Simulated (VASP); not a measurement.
# Mg3TeSe2 (P-3m1) in VASP: a series of runs

Runs on Mg3TeSe2. Level: PBE. Tasks: single point, relaxation of cell and atoms.

Everything below comes from runs of VASP 6.6.1. Logs are shortened: lines on timing, memory, paths and dates and some standing lists are left out, and cuts for length are marked.

## (1) The cell of the first run

The structure is trigonal, space group P-3m1 (No. 164). Conventional cell: a = 4.008 Å, b = 4.008 Å, c = 9.823 Å, α = 90.00°, β = 90.00°, γ = 120.00°. Within 3.7 Å of Mg (site symmetry 3m) lie 3 Se at 2.79 Å and 3 Te at 2.92 Å. Mg (site symmetry -3m) has 6 Se at 2.79 Å within 3.7 Å. Within 3.8 Å of Te (site symmetry -3m) lie 6 Mg at 2.92 Å. Within 3.7 Å of Se (site symmetry 3m) lie 6 Mg at 2.79 Å.

## (2) Single point, PBE

The input, INCAR:

```
SYSTEM = Mg3TeSe2
  ALGO = Normal
  EDIFF = 1E-6
  ENCUT = 520
  GGA = PE
  ISIF = 2
  ISMEAR = 0
  LASPH = .True.
  LCHARG = .False.
  LREAL = .False.
  LWAVE = .False.
  NBANDS = 21
  NELM = 80
  PREC = Accurate
  SIGMA = 0.02
```

The input, KPOINTS:

```
k-points
0
Gamma
  12 12 4
  0 0 0
```

The input, POSCAR:

```
Mg3TeSe2
1.0
    4.0077261010      0.0000000000      0.0000000000
   -2.0038630505      3.4707926149      0.0000000000
    0.0000000000      0.0000000000      9.8229683495
Mg Te Se
3 1 2
Direct
    0.3333333333      0.6666666667      0.1817392633
    0.6666666667      0.3333333333      0.8182607367
    0.0000000000      0.0000000000      0.5000000000
    0.0000000000      0.0000000000      0.0000000000
    0.3333333333      0.6666666667      0.6593447184
    0.6666666667      0.3333333333      0.3406552816
```

Potentials or basis: VASP PAW PBE potentials, release 64 (Mg, Te, Se).

On the command line:

```sh
> cat potpaw_PBE.64/Mg/POTCAR potpaw_PBE.64/Te/POTCAR potpaw_PBE.64/Se/POTCAR > POTCAR
> mpirun -np 1 vasp_std > vasp.out
```

OUTCAR:

```text
SYSTEM = Mg3TeSe2
   EDIFF = 1E-6
   ENCUT = 520
   GGA = PE
   ISIF = 2
   ISMEAR = 0
   LASPH = .True.
   LREAL = .False.
   NELM = 80
   PREC = Accurate

 ion  position               nearest neighbor table
   1  0.333  0.667  0.182-   6 2.79   6 2.79   6 2.79   4 2.92   4 2.92   4 2.92
   2  0.667  0.333  0.818-   5 2.79   5 2.79   5 2.79   4 2.92   4 2.92   4 2.92
   3  0.000  0.000  0.500-   5 2.79   6 2.79   6 2.79   5 2.79   6 2.79   5 2.79
   4  0.000  0.000  0.000-   1 2.92   2 2.92   2 2.92   1 2.92   2 2.92   1 2.92
   5  0.333  0.667  0.659-   2 2.79   2 2.79   2 2.79   3 2.79   3 2.79   3 2.79
   6  0.667  0.333  0.341-   1 2.79   1 2.79   1 2.79   3 2.79   3 2.79   3 2.79

  LATTYP: Found a hexagonal cell.
 ALAT       =     4.0077261010
 C/A-ratio  =     2.4510079037

  Lattice vectors:

 A1 = (   4.0077261010,   0.0000000000,   0.0000000000)
 A2 = (  -2.0038630505,   3.4707926149,   0.0000000000)
 A3 = (   0.0000000000,   0.0000000000,   9.8229683495)

Analysis of symmetry for initial positions (statically):
=====================================================================
 Subroutine PRICEL returns:
 Original cell was already a primitive cell.

 Routine SETGRP: Setting up the symmetry group for a
 hexagonal supercell.

 Subroutine GETGRP returns: Found 12 space group operations
 (whereof 12 operations were pure point group operations)
 out of a pool of 24 trial point group operations.

The static configuration has the point symmetry D_3d.

Analysis of symmetry for dynamics (positions and initial velocities):
=====================================================================
 Subroutine PRICEL returns:
 Original cell was already a primitive cell.

 Routine SETGRP: Setting up the symmetry group for a
 hexagonal supercell.

 Subroutine GETGRP returns: Found 12 space group operations
 (whereof 12 operations were pure point group operations)
 out of a pool of 24 trial point group operations.

The dynamic configuration has the point symmetry D_3d.

 Subroutine INISYM returns: Found 12 space group operations
 (whereof 12 operations are pure point group operations),
 and found     1 'primitive' translations

----------------------------------------------------------------------------------------

                                     Primitive cell

  volume of cell :     136.6374

  direct lattice vectors                    reciprocal lattice vectors
     4.007726101  0.000000000  0.000000000     0.249518050  0.144059313  0.000000000
    -2.003863051  3.470792615  0.000000000     0.000000000  0.288118626  0.000000000
     0.000000000  0.000000000  9.822968349     0.000000000  0.000000000  0.101802222

  length of vectors
     4.007726101  4.007726101  9.822968349     0.288118626  0.288118626  0.101802222

  position of ions in fractional coordinates (direct lattice)
     0.333333333  0.666666667  0.181739263
     0.666666667  0.333333333  0.818260737
     0.000000000  0.000000000  0.500000000
     0.000000000  0.000000000  0.000000000
     0.333333333  0.666666667  0.659344718
     0.666666667  0.333333333  0.340655282

  ion indices of the primitive-cell ions
   primitive index   ion index
                 1           1
                 2           2
                 3           3
                 4           4
                 5           5
                 6           6

----------------------------------------------------------------------------------------

 KPOINTS: k-points

Automatic generation of k-mesh.
 Grid dimensions read from file:
 generate k-points for:   12   12    4

 Generating k-lattice:

  Cartesian coordinates                     Fractional coordinates (reciprocal lattice)
     0.020793171  0.012004943  0.000000000     0.083333333  0.000000000  0.000000000
     0.000000000  0.024009886  0.000000000     0.000000000  0.083333333  0.000000000
     0.000000000  0.000000000  0.025450555     0.000000000  0.000000000  0.250000000

  Length of vectors
     0.024009886  0.024009886  0.025450555

  Shift w.r.t. Gamma in fractional coordinates (k-lattice)
     0.000000000  0.000000000  0.000000000

 Subroutine IBZKPT returns following result:
 ===========================================

 Found     69 irreducible k-points:

 Following reciprocal coordinates:
            Coordinates               Weight
  0.000000  0.000000  0.000000      1.000000
  0.083333  0.000000  0.000000      6.000000
  0.166667  0.000000  0.000000      6.000000
  0.250000  0.000000  0.000000      6.000000
  0.333333  0.000000  0.000000      6.000000
  0.416667 -0.000000  0.000000      6.000000
[... 16 lines left out ...]
  0.166667  0.000000  0.250000      6.000000
  0.000000  0.166667  0.250000      6.000000
 [... further k-points ...]
   k-points           NKPTS =     69   k-points in BZ     NKDIM =     69   number of bands    NBANDS=     21
   number of dos      NEDOS =    301   number of ions     NIONS =      6
   total plane-waves  NPLWV =  72000
   dimension x,y,z NGX =    30 NGY =   30 NGZ =   80
   dimension x,y,z NGXF=    60 NGYF=   60 NGZF=  160
   ions per type =               3   1   2
   NGX,Y,Z   is equivalent  to a cutoff of  12.44, 12.44, 13.54 a.u.
   NGXF,Y,Z  is equivalent  to a cutoff of  24.89, 24.89, 27.08 a.u.
 SYSTEM =  Mg3TeSe2
   PREC   = accura    normal or accurate (medium, high low for compatibility)
   ISTART =      0    job   : 0-new  1-cont  2-samecut
   ICHARG =      2    charge: 1-file 2-atom 10-const
   ISPIN  =      1    spin polarized calculation?
   LNONCOLLINEAR =      F non collinear calculations
   LSORBIT =      F    spin-orbit coupling
   LASPH  =      T    aspherical Exc in radial PAW
   ENCUT  =  520.0 eV  38.22 Ry    6.18 a.u.   7.45  7.45 18.26*2*pi/ulx,y,z
   NELM   =     80;   NELMIN=  2; NELMDL= -5     # of ELM steps
   EDIFF  = 0.1E-05   stopping-criterion for ELM
   LREAL  =      F    real-space projection
   EDIFFG = 0.1E-04   stopping-criterion for IOM
   NSW    =      0    number of steps for IOM
   IBRION =     -1    ionic relax: 0-MD 1-quasi-New 2-CG
   NFREE  =      0    steps in history (QN), initial steepest desc. (CG)
   ISIF   =      2    stress and relaxation
   ISYM   =      2    0-nonsym 1-usesym 2-fastsym
   POTIM  = 0.5000    time-step for ionic-motion
   TEBEG  =    0.0;   TEEND  =   0.0 temperature during run
   PSTRESS=    0.0 pullay stress
   NELECT =      24.0000    total number of electrons
   NUPDOWN=      -1.0000    fix difference up-down
   EMIN   =  10.00;   EMAX   =-10.00  energy-range for DOS
   EFERMI =   0.00;   METHOD = LEGACY
   ISMEAR =     0;   SIGMA  =   0.02  broadening in eV -4-tet -1-fermi 0-gaus
   EFERMI_NEDOS =   21; number of points for ismear=-14 and -15
   IALGO  =     38    algorithm
   IMIX   =      4    mixing-type and parameters
     AMIX     =   0.40;   BMIX     =  1.00
     AMIX_MAG =   1.60;   BMIX_MAG =  1.00
  volume/ion in A,a.u.               =      22.77       153.68
  Fermi-wavevector in a.u.,A,eV,Ry     =   0.916830  1.732557 11.436745  0.840577
  Thomas-Fermi vector in A             =   2.041730
   LORBIT       =      0    0 simple, 1 ext, 2 COOP (PROOUT), +10 PAW based schemes
   GGA     = PE    functional components
   LHFCALC =     F    Hartree Fock is set to
   AEXX    =    0.0000 exact exchange contribution
   IVDW    =     0    specifies the selected vdW correction
   LEPSILON=     F    determine dielectric tensor
   LRPA    =     F    only Hartree local field effects (RPA)
 non-spin polarized calculation
 Gauss-broadening in eV      SIGMA  =   0.02
  energy-cutoff  :      520.00
  volume of cell :      136.64
 maximum number of plane-waves:      3715
 NGX is ok and might be reduce to    30
   NGX = 15   NGY = 15   NGZ = 37

 number of electron      24.0000000 magnetization

 Free energy of the ion-electron system (eV)
  ---------------------------------------------------
  ext. energy  EPLUGINS =         0.00000000
  ---------------------------------------------------
  free energy    TOTEN  =       -21.09870682 eV

  energy without entropy =      -21.09870682  energy(sigma->0) =      -21.09870682

 E-fermi :   4.4194     XC(G=0):  -9.2443

 val. band max:        4.3087346059   @ k =   0.0000   0.0000   0.0000
 cond. band min:       4.7807346315   @ k =   0.5000   0.0000   0.0000
 fundamental gap:      0.4720000256
 Fermi energy:         4.4193815944

 k-point     1 :       0.0000    0.0000    0.0000
  band No.  band energies     occupation
      1      -9.1791      2.00000
      2      -8.6304      2.00000
      3      -7.0305      2.00000
      4      -0.3766      2.00000
      5      -0.3335      2.00000
      6       2.6321      2.00000
[... 13 lines left out ...]
     20      10.3250      0.00000
     21      10.4680      0.00000

 k-point     2 :       0.0833    0.0000    0.0000
  band No.  band energies     occupation
      1      -9.1370      2.00000
      2      -8.6013      2.00000
      3      -6.9785      2.00000
      4      -0.3386      2.00000
      5      -0.2919      2.00000
      6       2.2883      2.00000
[... 13 lines left out ...]
     20      10.2298      0.00000
     21      10.4632      0.00000

 k-point     3 :       0.1667    0.0000    0.0000
  band No.  band energies     occupation
      1      -9.0165      2.00000
      2      -8.5207      2.00000
      3      -6.8289      2.00000
      4      -0.2595      2.00000
      5      -0.1916      2.00000
      6       1.5510      2.00000
[... 13 lines left out ...]
     20      10.2474      0.00000
     21      10.4955      0.00000
[... 457 lines left out ...]
 k-point    23 :       0.1667    0.0000    0.2500
  band No.  band energies     occupation
      1      -9.0035      2.00000
      2      -8.5439      2.00000
      3      -6.8109      2.00000
      4      -0.7405      2.00000
      5       0.5149      2.00000
      6       1.3241      2.00000
[... 13 lines left out ...]
     20      10.4406      0.00000
     21      10.4736      0.00000

 k-point    24 :       0.0000    0.1667    0.2500
  band No.  band energies     occupation
      1      -9.0031      2.00000
      2      -8.5445      2.00000
      3      -6.8102      2.00000
      4      -0.7494      2.00000
      5       0.4103      2.00000
      6       1.6594      2.00000
[... 13 lines left out ...]
     20       9.8259      0.00000
     21      10.1292      0.00000

 [... further k-points ...]
[... 5 lines left out ...]
  --------------------------------------------------------------------------------------
  -------------------------------------------------------------------------------------
  Total       -0.0752868     -0.0752868     -0.0754973      0.0000000      0.0000000      0.0000000
  in kB       -0.8827951     -0.8827951     -0.8852639      0.0000000      0.0000000      0.0000000
  external PRESSURE =      -0.8836180 kB  Pullay stress =       0.0000000 kB

 VOLUME and BASIS-vectors are now :
 -----------------------------------------------------------------------------
  energy-cutoff  :      520.00
  volume of cell :      136.64
      direct lattice vectors                 reciprocal lattice vectors
     4.007726101  0.000000000  0.000000000     0.249518050  0.144059313  0.000000000
    -2.003863051  3.470792615  0.000000000     0.000000000  0.288118626  0.000000000
     0.000000000  0.000000000  9.822968349     0.000000000  0.000000000  0.101802222

 POSITION                                       TOTAL-FORCE (eV/Angst)
 -----------------------------------------------------------------------------------
     -0.00000      2.31386      1.78522         0.000000      0.000000      0.006951
      2.00386      1.15693      8.03775        -0.000000      0.000000     -0.006951
      0.00000      0.00000      4.91148         0.000000      0.000000      0.000000
      0.00000      0.00000      0.00000         0.000000      0.000000      0.000000
     -0.00000      2.31386      6.47672         0.000000      0.000000     -0.000361
      2.00386      1.15693      3.34625        -0.000000      0.000000      0.000361
 -----------------------------------------------------------------------------------
    total drift:                               -0.000000      0.000000      0.000000

  FREE ENERGIE OF THE ION-ELECTRON SYSTEM (eV)
  ---------------------------------------------------
  free  energy   TOTEN  =       -21.0987068221 eV

  energy  without entropy=      -21.0987068221  energy(sigma->0) =      -21.09870682
```

Wall time 1.9 min (1 thread of Intel Xeon 6975P-C (Granite Rapids), shared host); peak memory 0.39 GiB.

What came out:

| Property | Result |
| --- | --- |
| Free energy | -21.0987 eV |
| Pressure | -0.1 GPa |
| Largest force | 0.007 eV/Å |
| Band gap on the k mesh | 0.47 eV, indirect (least direct gap 1.19 eV) |

Forces in eV/Å, atoms in the order of the input:
```
Mg   0.000  0.000  0.007
Mg   0.000  0.000 -0.007
Mg   0.000  0.000  0.000
Te   0.000  0.000  0.000
Se   0.000  0.000  0.000
Se   0.000  0.000  0.000
```

Caveat: spin-orbit coupling is left out, which moves the levels of the heavy elements.

## (3) Relaxation of cell and atoms, PBE

The input, INCAR:

```
SYSTEM = Mg3TeSe2
PREC = Accurate
ENCUT = 600
EDIFF = 1E-6
ISMEAR = 0
SIGMA = 0.02
LREAL = .False.
LASPH = .True.
NELM = 100
ALGO = Normal
ISIF = 3
LWAVE = .False.
LCHARG = .False.
GGA = PE
IBRION = 2
NSW = 100
EDIFFG = -0.01
```

The input, KPOINTS:

```
regular mesh
0
Gamma
  12 12 4
  0 0 0
```

The input, POSCAR:

```
Mg3TeSe2
1.0
    4.0109396276      0.0000000000      0.0000000000
   -2.0054698138      3.4735756105      0.0000000000
    0.0000000000      0.0000000000      9.8192260797
Mg Te Se
3 1 2
Direct
    0.3333333333      0.6666666667      0.1816794331
    0.6666666667      0.3333333333      0.8183205669
    0.0000000000      0.0000000000      0.5000000000
    0.0000000000      0.0000000000      0.0000000000
    0.3333333333      0.6666666667      0.6594291615
    0.6666666667      0.3333333333      0.3405708385
```

Potentials or basis: VASP PAW PBE potentials, release 64 (Mg, Te, Se).

On the command line:

```sh
> cat potpaw_PBE.64/Mg/POTCAR potpaw_PBE.64/Te/POTCAR potpaw_PBE.64/Se/POTCAR > POTCAR
> mpirun -np 1 vasp_std > vasp.out
```

OUTCAR:

```text
SYSTEM = Mg3TeSe2
   PREC = Accurate
   ENCUT = 600
   EDIFF = 1E-6
   ISMEAR = 0
   LREAL = .False.
   LASPH = .True.
   NELM = 100
   ISIF = 3
   GGA = PE
   IBRION = 2
   NSW = 100
   EDIFFG = -0.01

 ion  position               nearest neighbor table
   1  0.333  0.667  0.182-   6 2.79   6 2.79   6 2.79   4 2.92   4 2.92   4 2.92
   2  0.667  0.333  0.818-   5 2.79   5 2.79   5 2.79   4 2.92   4 2.92   4 2.92
   3  0.000  0.000  0.500-   5 2.80   6 2.80   5 2.80   6 2.80   6 2.80   5 2.80
   4  0.000  0.000  0.000-   1 2.92   2 2.92   1 2.92   2 2.92   2 2.92   1 2.92
   5  0.333  0.667  0.659-   2 2.79   2 2.79   2 2.79   3 2.80   3 2.80   3 2.80
   6  0.667  0.333  0.341-   1 2.79   1 2.79   1 2.79   3 2.80   3 2.80   3 2.80

  LATTYP: Found a hexagonal cell.
 ALAT       =     4.0109396276
 C/A-ratio  =     2.4481111638

  Lattice vectors:

 A1 = (   4.0109396276,   0.0000000000,   0.0000000000)
 A2 = (  -2.0054698138,   3.4735756105,   0.0000000000)
 A3 = (   0.0000000000,   0.0000000000,   9.8192260797)

Analysis of symmetry for initial positions (statically):
[... 238 lines left out ...]

 k-point     1 :       0.0000    0.0000    0.0000
  band No.  band energies     occupation
      1      -9.1705      2.00000
      2      -8.6193      2.00000
      3      -7.0211      2.00000
      4      -0.3647      2.00000
      5      -0.3210      2.00000
      6       2.6457      2.00000
[... 433 lines left out ...]
      3      -6.8000      2.00000
      4      -0.7396      2.00000
      5       0.4236      2.00000
      6       1.6732      2.00000
[... 8 lines left out ...]
     15       8.2127      0.00000
     16       9.1570      0.00000

 [... further k-points ...]

------------------------ aborting loop because EDIFF is reached ----------------------------------------

  FORCE on cell =-STRESS in cart. coord.  units (eV):
  Direction    XX          YY          ZZ          XY          YZ          ZX
  --------------------------------------------------------------------------------------
  -------------------------------------------------------------------------------------
  Total        0.0048222      0.0048222      0.0407936      0.0000000      0.0000000      0.0000000
  in kB        0.0566601      0.0566601      0.4793178      0.0000000      0.0000000      0.0000000
  external PRESSURE =       0.1975460 kB  Pullay stress =       0.0000000 kB

 VOLUME and BASIS-vectors are now :
 -----------------------------------------------------------------------------
  energy-cutoff  :      600.00
  volume of cell :      136.36
      direct lattice vectors                 reciprocal lattice vectors
     4.005761290 -0.000000000  0.000000000     0.249640437  0.144129974  0.000000000
    -2.002880645  3.469091039  0.000000000     0.000000000  0.288259947  0.000000000
     0.000000000 -0.000000000  9.812458472    -0.000000000 -0.000000000  0.101911259

 POSITION                                       TOTAL-FORCE (eV/Angst)
 -----------------------------------------------------------------------------------
     -0.00000      2.31273      1.78314         0.000000     -0.000000      0.007915
      2.00288      1.15636      8.02932         0.000000      0.000000     -0.007915
      0.00000     -0.00000      4.90623         0.000000      0.000000     -0.000000
      0.00000     -0.00000      9.81246         0.000000      0.000000     -0.000000
     -0.00000      2.31273      6.47039        -0.000000      0.000000     -0.003980
      2.00288      1.15636      3.34207         0.000000     -0.000000      0.003980
 -----------------------------------------------------------------------------------
    total drift:                               -0.000000      0.000000      0.000000

  FREE ENERGIE OF THE ION-ELECTRON SYSTEM (eV)
  ---------------------------------------------------
  free  energy   TOTEN  =       -21.0989509741 eV

  energy  without entropy=      -21.0989509741  energy(sigma->0) =      -21.09895097

 reached required accuracy - stopping structural energy minimisation
```

It took 2.4 min on 1 thread of Intel Xeon 6975P-C (Granite Rapids), shared host; peak memory 0.44 GiB.

Results:

```
Free energy                            : -21.0990 eV
Relaxed volume                         : 22.73 Å³/atom
Relaxed cell                           : a = 4.006 Å, b = 4.006 Å, c = 9.812 Å, α = 90.00°, β = 90.00°, γ = 120.00°
Space group after relaxing (to 0.05 Å) : P-3m1 (No. 164)
Energy gained by relaxing              : 0.0 meV/atom
Ionic steps                            : 2
Pressure after relaxing                : 0.0 GPa
Largest force after relaxing           : 0.008 eV/Å
Band gap on the k mesh                 : 0.48 eV, indirect (least direct gap 1.20 eV)
```

Forces in eV/Å, atoms in the order of the input:
```
Mg   0.000  0.000  0.008
Mg   0.000  0.000 -0.008
Mg   0.000  0.000  0.000
Te   0.000  0.000  0.000
Se   0.000  0.000 -0.004
Se   0.000  0.000  0.004
```

Step by step:
| step | energy change (eV) | largest force (eV/Å) | pressure (GPa) | volume (Å³) |
| --- | --- | --- | --- | --- |
| 1 | 0.0000 | 0.0086 | -0.16 | 136.80 |
| 2 | -0.0002 | 0.0079 | 0.02 | 136.36 |

Final structure:
```
Mg Te Se
1.0
     4.00576    0.00000    0.00000
    -2.00288    3.46909    0.00000
     0.00000    0.00000    9.81246
Mg Te Se
3 1 2
Direct
  0.33333 0.66667 0.18172
  0.66667 0.33333 0.81828
  0.00000 0.00000 0.50000
  0.00000 0.00000 0.00000
  0.33333 0.66667 0.65941
  0.66667 0.33333 0.34059
```

Caveat: spin-orbit coupling is left out, which moves the levels of the heavy elements. A hybrid or GW would open this gap; PBE tends to underestimate it.
